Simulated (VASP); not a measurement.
# Si (Im-3m) in VASP: further runs

The runs below take Si through relaxation of cell and atoms, with r2SCAN.

All numbers are computed with VASP 6.6.1; they aren't measurements. Logs are shortened: lines on timing, memory, paths and dates and some standing lists are left out, and cuts for length are marked.

## Step 1: The cell of the first run

Symmetry: Im-3m, No. 229, cubic system. The conventional cell has a = 3.130 Å, b = 3.130 Å, c = 3.130 Å, α = 90.00°, β = 90.00°, γ = 90.00°. Si (site symmetry m-3m) has 14 Si at 2.71 to 3.13 Å within 3.6 Å.

This isn't the form of Si at room conditions, which is diamond.

## Step 2: Relaxation of cell and atoms, r2SCAN, target pressure 20 GPa, at which the enthalpy is minimised

The input, POSCAR:

```
Si
1.0
   -1.5650000000      1.5650000000      1.5650000000
    1.5650000000     -1.5650000000      1.5650000000
    1.5650000000      1.5650000000     -1.5650000000
Si
1
Direct
    0.0000000000      0.0000000000      0.0000000000
```

The input, INCAR.step1:

```
SYSTEM = Si
PREC     = Accurate       ! precision mode
ENCUT    = 550            ! plane-wave cutoff, eV
ISMEAR   = 1              ! smearing method
SIGMA    = 0.05           ! smearing width, eV
LREAL    = .FALSE.        ! projectors in reciprocal space
LASPH    = .TRUE.         ! aspherical terms in the spheres
NELM     = 120            ! most SCF steps
GGA      = PE             ! functional
ALGO     = Normal         ! electronic algorithm
EDIFF    = 1E-5           ! SCF threshold, eV
LWAVE    = .TRUE.         ! write WAVECAR
LCHARG   = .FALSE.        ! write CHGCAR
GGA_COMPAT= .FALSE.      
IBRION   = 2              ! ionic algorithm
ISIF     = 3              ! what is computed and relaxed
EDIFFG   = -0.005         ! ionic threshold
NELMIN   = 4            
NSW      = 100            ! ionic steps
```

The input, INCAR.step2:

```
SYSTEM = Si
PREC     = Accurate       ! precision mode
ENCUT    = 550            ! plane-wave cutoff, eV
EDIFF    = 1E-7           ! SCF threshold, eV
ISMEAR   = 1              ! smearing method
SIGMA    = 0.05           ! smearing width, eV
LREAL    = .FALSE.        ! projectors in reciprocal space
LASPH    = .TRUE.         ! aspherical terms in the spheres
NELM     = 120            ! most SCF steps
ALGO     = Normal         ! electronic algorithm
ISIF     = 3              ! what is computed and relaxed
LWAVE    = .FALSE.        ! write WAVECAR
LCHARG   = .FALSE.        ! write CHGCAR
METAGGA  = R2SCAN         ! meta-GGA
LMIXTAU  = .TRUE.       
IBRION   = 2              ! ionic algorithm
NSW      = 60             ! ionic steps
EDIFFG   = -0.01          ! ionic threshold
PSTRESS  = 200.0        
ISTART   = 1            
GGA_COMPAT= .FALSE.      
NELMIN   = 4
```

The input, KPOINTS:

```
regular mesh
0
G
  10 10 10
  0 0 0
```

Potentials or basis: VASP PAW PBE potentials, release 64 (Si).

On the command line:

```console
cat potpaw_PBE.64/Si/POTCAR > POTCAR
cp INCAR.step1 INCAR
mpirun -np 1 vasp_std > vasp.out
cp INCAR.step2 INCAR
mpirun -np 1 vasp_std > vasp.out
```

OUTCAR:

```text
SYSTEM = Si
   PREC = Accurate
   ENCUT = 550
   EDIFF = 1E-7
   ISMEAR = 1
   LREAL = .FALSE.
   LASPH = .TRUE.
   NELM = 120
   ISIF = 3
   METAGGA = R2SCAN
   IBRION = 2
   NSW = 60
   EDIFFG = -0.01
   PSTRESS = 200.0
   ISTART = 1
   NELMIN = 4

 ion  position               nearest neighbor table
   1  0.000  0.000  0.000-

  LATTYP: Found a body centered cubic cell.
 ALAT       =     3.1300000000

  Lattice vectors:

 A1 = (  -1.5650000000,   1.5650000000,   1.5650000000)
 A2 = (   1.5650000000,  -1.5650000000,   1.5650000000)
 A3 = (   1.5650000000,   1.5650000000,  -1.5650000000)

Analysis of symmetry for initial positions (statically):
=====================================================================
 Subroutine PRICEL returns:
 Original cell was already a primitive cell.

 Routine SETGRP: Setting up the symmetry group for a
 body centered cubic supercell.

 Subroutine GETGRP returns: Found 48 space group operations
 (whereof 48 operations were pure point group operations)
 out of a pool of 48 trial point group operations.

The static configuration has the point symmetry O_h .

Analysis of symmetry for dynamics (positions and initial velocities):
=====================================================================
 Subroutine PRICEL returns:
 Original cell was already a primitive cell.

 Routine SETGRP: Setting up the symmetry group for a
 body centered cubic supercell.

 Subroutine GETGRP returns: Found 48 space group operations
 (whereof 48 operations were pure point group operations)
 out of a pool of 48 trial point group operations.

The dynamic configuration has the point symmetry O_h .

 Subroutine INISYM returns: Found 48 space group operations
 (whereof 48 operations are pure point group operations),
 and found     1 'primitive' translations

----------------------------------------------------------------------------------------

                                     Primitive cell

  volume of cell :      15.3321

  direct lattice vectors                    reciprocal lattice vectors
    -1.565000000  1.565000000  1.565000000     0.000000000  0.319488818  0.319488818
     1.565000000 -1.565000000  1.565000000     0.319488818  0.000000000  0.319488818
     1.565000000  1.565000000 -1.565000000     0.319488818  0.319488818  0.000000000

  length of vectors
     2.710659514  2.710659514  2.710659514     0.451825419  0.451825419  0.451825419

  position of ions in fractional coordinates (direct lattice)
     0.000000000  0.000000000  0.000000000

  ion indices of the primitive-cell ions
   primitive index   ion index
                 1           1

----------------------------------------------------------------------------------------

 KPOINTS: regular mesh

Automatic generation of k-mesh.
 Grid dimensions read from file:
 generate k-points for:   10   10   10

 Generating k-lattice:

  Cartesian coordinates                     Fractional coordinates (reciprocal lattice)
     0.000000000  0.031948882  0.031948882     0.100000000  0.000000000  0.000000000
     0.031948882  0.000000000  0.031948882     0.000000000  0.100000000  0.000000000
     0.031948882  0.031948882  0.000000000     0.000000000  0.000000000  0.100000000

  Length of vectors
     0.045182542  0.045182542  0.045182542

  Shift w.r.t. Gamma in fractional coordinates (k-lattice)
     0.000000000  0.000000000  0.000000000

 Subroutine IBZKPT returns following result:
 ===========================================

 Found     47 irreducible k-points:

 Following reciprocal coordinates:
            Coordinates               Weight
  0.000000  0.000000  0.000000      1.000000
  0.100000  0.000000  0.000000     12.000000
  0.200000  0.000000  0.000000     12.000000
  0.300000  0.000000  0.000000     12.000000
  0.400000  0.000000  0.000000     12.000000
  0.500000  0.000000  0.000000      6.000000
[... 16 lines left out ...]
  0.300000  0.300000  0.100000      8.000000
 -0.300000  0.300000  0.100000     24.000000
 [... further k-points ...]
   k-points           NKPTS =     47   k-points in BZ     NKDIM =     47   number of bands    NBANDS=      6
   number of dos      NEDOS =    301   number of ions     NIONS =      1
   total plane-waves  NPLWV =  13824
   dimension x,y,z NGX =    24 NGY =   24 NGZ =   24
   dimension x,y,z NGXF=    48 NGYF=   48 NGZF=   48
   ions per type =               1
   NGX,Y,Z   is equivalent  to a cutoff of  14.72, 14.72, 14.72 a.u.
   NGXF,Y,Z  is equivalent  to a cutoff of  29.44, 29.44, 29.44 a.u.
 SYSTEM =  Si
   PREC   = accura    normal or accurate (medium, high low for compatibility)
   ISTART =      1    job   : 0-new  1-cont  2-samecut
   ICHARG =      0    charge: 1-file 2-atom 10-const
   ISPIN  =      1    spin polarized calculation?
   LNONCOLLINEAR =      F non collinear calculations
   LSORBIT =      F    spin-orbit coupling
   LASPH  =      T    aspherical Exc in radial PAW
   ENCUT  =  550.0 eV  40.42 Ry    6.36 a.u.   5.18  5.18  5.18*2*pi/ulx,y,z
   NELM   =    120;   NELMIN=  4; NELMDL=  0     # of ELM steps
   EDIFF  = 0.1E-06   stopping-criterion for ELM
   LREAL  =      F    real-space projection
   EDIFFG = -.1E-01   stopping-criterion for IOM
   NSW    =     60    number of steps for IOM
   IBRION =      2    ionic relax: 0-MD 1-quasi-New 2-CG
   NFREE  =      1    steps in history (QN), initial steepest desc. (CG)
   ISIF   =      3    stress and relaxation
   ISYM   =      2    0-nonsym 1-usesym 2-fastsym
   POTIM  = 0.5000    time-step for ionic-motion
   TEBEG  =    0.0;   TEEND  =   0.0 temperature during run
   PSTRESS=  200.0 pullay stress
   NELECT =       4.0000    total number of electrons
   NUPDOWN=      -1.0000    fix difference up-down
   EMIN   =  10.00;   EMAX   =-10.00  energy-range for DOS
   EFERMI =   0.00;   METHOD = LEGACY
   ISMEAR =     1;   SIGMA  =   0.05  broadening in eV -4-tet -1-fermi 0-gaus
   EFERMI_NEDOS =   21; number of points for ismear=-14 and -15
   IALGO  =     38    algorithm
   IMIX   =      4    mixing-type and parameters
     AMIX     =   0.40;   BMIX     =  1.00
     AMIX_MAG =   1.60;   BMIX_MAG =  1.00
  volume/ion in A,a.u.               =      15.33       103.47
  Fermi-wavevector in a.u.,A,eV,Ry     =   1.046069  1.976784 14.888327  1.094261
  Thomas-Fermi vector in A             =   2.180892
   LORBIT       =      0    0 simple, 1 ext, 2 COOP (PROOUT), +10 PAW based schemes
   METAGGA = R2SCAN    functional components
   LHFCALC =     F    Hartree Fock is set to
   AEXX    =    0.0000 exact exchange contribution
   IVDW    =     0    specifies the selected vdW correction
   LEPSILON=     F    determine dielectric tensor
   LRPA    =     F    only Hartree local field effects (RPA)
 conjugate gradient relaxation of ions
 non-spin polarized calculation
 Methfessel and Paxton  Order N= 1 SIGMA  =   0.05
  energy-cutoff  :      550.00
  volume of cell :       15.33
 maximum number of plane-waves:       466
 NGX is ok and might be reduce to    24
   NGX = 11   NGY = 11   NGZ = 11

--------------------------------------- Ionic step        1  -------------------------------------------

 number of electron       4.0000000 magnetization

 Free energy of the ion-electron system (eV)
  ---------------------------------------------------
  ext. energy  EPLUGINS =         0.00000000
  ---------------------------------------------------
  free energy    TOTEN  =        -8.00039157 eV

  energy without entropy =       -8.00010160  energy(sigma->0) =       -8.00029492

 E-fermi :   9.2986     XC(G=0): -11.7405

 val. band max:        9.2843483411   @ k =   0.4000   0.2000   0.0000
 cond. band min:       9.3139629662   @ k =  -0.3000   0.4000   0.2000
 fundamental gap:      0.0296146251
 Fermi energy:         9.2986063355

 k-point     1 :       0.0000    0.0000    0.0000
  band No.  band energies     occupation
      1      -5.3609      2.00000
      2      20.9248      0.00000
      3      20.9248      0.00000
      4      20.9248      0.00000
      5      22.4095      0.00000
      6      22.4095      0.00000

 k-point     2 :       0.1000    0.0000    0.0000
  band No.  band energies     occupation
      1      -5.0451      2.00000
      2      18.0949      0.00000
      3      19.1416      0.00000
      4      20.5269      0.00000
      5      21.4777      0.00000
      6      23.1862      0.00000
[... 190 lines left out ...]
 k-point    24 :      -0.3000    0.3000    0.1000
  band No.  band energies     occupation
      1      -2.2222      2.00000
      2       9.8481     -0.00000
      3      14.3687      0.00000
      4      17.0207      0.00000
      5      20.6475      0.00000
      6      20.9840      0.00000

 [... further k-points ...]

------------------------ aborting loop because EDIFF is reached ----------------------------------------

  FORCE on cell =-STRESS in cart. coord.  units (eV):
  Direction    XX          YY          ZZ          XY          YZ          ZX
  --------------------------------------------------------------------------------------
  -------------------------------------------------------------------------------------
  Total       -0.6450819     -0.6450819     -0.6450819     -0.0000000      0.0000000     -0.0000000
  in kB      -67.4096997    -67.4096997    -67.4096997     -0.0000000      0.0000000     -0.0000000
  external PRESSURE =    -267.4096997 kB  Pullay stress =     200.0000000 kB
[... 244 lines left out ...]
  enthalpy is  TOTEN    =        -6.3983318140 eV   P V=        1.5222409078

--------------------------------------- Ionic step        8  -------------------------------------------

 number of electron       4.0000000 magnetization

 Free energy of the ion-electron system (eV)
  ---------------------------------------------------
  ext. energy  EPLUGINS =         0.00000000
  ---------------------------------------------------
  free energy    TOTEN  =        -7.92118844 eV

  energy without entropy =       -7.92092046  energy(sigma->0) =       -7.92109911

 E-fermi :  12.4558     XC(G=0): -12.7572

 val. band max:       12.4348652418   @ k =  -0.3000   0.4000   0.2000
 cond. band min:      12.4771630795   @ k =   0.4000   0.2000   0.0000
 fundamental gap:      0.0422978377
 Fermi energy:        12.4558359295

 k-point     1 :       0.0000    0.0000    0.0000
  band No.  band energies     occupation
      1      -4.4971      2.00000
      2      26.6811      0.00000
      3      26.6811      0.00000
      4      26.6811      0.00000
      5      27.5306      0.00000
      6      27.5306      0.00000

 k-point     2 :       0.1000    0.0000    0.0000
  band No.  band energies     occupation
      1      -4.1301      2.00000
      2      22.9088      0.00000
      3      24.3797      0.00000
      4      25.5287      0.00000
      5      26.6952      0.00000
      6      28.6377      0.00000
[... 190 lines left out ...]
 k-point    24 :      -0.3000    0.3000    0.1000
  band No.  band energies     occupation
      1      -0.8563      2.00000
      2      13.1131     -0.00000
      3      18.4051      0.00000
      4      21.6968      0.00000
      5      25.0127      0.00000
      6      25.9908      0.00000

 [... further k-points ...]

------------------------ aborting loop because EDIFF is reached ----------------------------------------

  FORCE on cell =-STRESS in cart. coord.  units (eV):
  Direction    XX          YY          ZZ          XY          YZ          ZX
  --------------------------------------------------------------------------------------
  -------------------------------------------------------------------------------------
  Total        1.5181905      1.5181905      1.5181905     -0.0000000      0.0000000     -0.0000000
  in kB      199.3870811    199.3870811    199.3870811     -0.0000000      0.0000000     -0.0000000
  external PRESSURE =      -0.6129189 kB  Pullay stress =     200.0000000 kB
[... 16 lines left out ...]
  FREE ENERGIE OF THE ION-ELECTRON SYSTEM (eV)
  ---------------------------------------------------
  free  energy   TOTEN  =        -7.9211884380 eV

  energy  without entropy=       -7.9209204556  energy(sigma->0) =       -7.92109911

  enthalpy is  TOTEN    =        -6.3983310205 eV   P V=        1.5228574175

 reached required accuracy - stopping structural energy minimisation
```

Wall time 82 s (1 thread of Intel Xeon Platinum 8259CL at 2.50GHz (Skylake/Cascade Lake), shared host); peak memory 0.14 GiB.

Results:

```yaml
Free_energy: -7.9212 eV
Relaxed_volume: 12.20 Å³/atom
Relaxed_cell: a = 2.512 Å, b = 2.512 Å, c = 2.512 Å, α = 109.47°, β = 109.47°, γ = 109.47°
Space_group_after_relaxing_to_0.1_Å: Im-3m (No. 229)
Energy_change_on_relaxing_the_run_minimises_the_enthalpy: +79.2 meV/atom
Ionic_steps: 8
Pressure_after_relaxing: 19.9 GPa
Band_gap_on_the_k_mesh: zero (bands 2 and 3 overlap by 18.40 eV)
```

Step by step:
```csv
step,energy change (eV),largest force (eV/Å),pressure (GPa),volume (Å³)
1,0.0000,0.0000,-6.74,15.33
2,0.5261,0.0000,61.83,10.33
3,0.0709,0.0000,19.01,12.27
4,0.0778,0.0000,19.76,12.21
5,0.0850,0.0000,20.53,12.15
6,0.0769,0.0000,19.39,12.22
7,0.0798,0.0000,20.16,12.19
8,0.0792,0.0000,19.94,12.20
```

Final structure:
```xyz
1
Lattice="-1.4502 1.4502 1.4502 1.4502 -1.4502 1.4502 1.4502 1.4502 -1.4502" Properties=species:S:1:pos:R:3 pbc="T T T"
Si    2.9004    0.0000    0.0000
```

Levels at points of the mesh, in eV from the Fermi level:
```
           k point  band 1  band 2  band 3  band 4  band 5
(0.00, 0.00, 0.00)  -16.95   14.23   14.23   14.23   15.07
(0.50, 0.00, 0.00)   -8.22   -7.69    7.19    8.14   10.00
(0.50, 0.50, 0.50)   -0.54   -0.54   -0.54    1.65    1.65
```

Caveat: the cell is relaxed towards a set pressure, so the run minimises the enthalpy, not the energy; the volume moved by over 15 % at a fixed basis, so the end points are rough; the PAW data sets were made with another functional, which shifts forces and pressure a little.

[end of part 1 of 2]
